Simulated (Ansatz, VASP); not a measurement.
MoS2 in VASP and in Ansatz

```
S Mo
1.0
     3.15394    0.00000    0.00000
    -1.57697    2.73139    0.00000
     0.00000    0.00000   23.13484
S Mo
2 1
Direct
  0.33333 0.66667 0.43225
  0.33333 0.66667 0.56775
  0.66667 0.33333 0.50000
```

Alike in both runs: functional PBE; dispersion D3(BJ); k mesh 9 × 9 × 1; occupations gaussian, width 0.05 eV; no spin polarisation.

Ansatz relaxed the structure, and its values are those at the end. VASP's run is a single point on that final structure, the one shown.

|  | VASP | Ansatz |
| --- | --- | --- |
| version | VASP 6.6.1 | Ansatz 0.2.0 |
| potentials or method | VASP PAW PBE potentials, release 64 (S, Mo_sv), cutoff 520 eV | scalar-relativistic, plane waves, PAW |
| valence electrons in the cell | 26 | 26 |

Ansatz gave:

- gap on the k mesh at the Fermi level (eV): 1.78
- rms of the force components (eV/Å): 0.001

Task: Which values does VASP return?

Result: gap on the k mesh at the Fermi level (eV): 1.78; rms of the force components (eV/Å): 0.005.
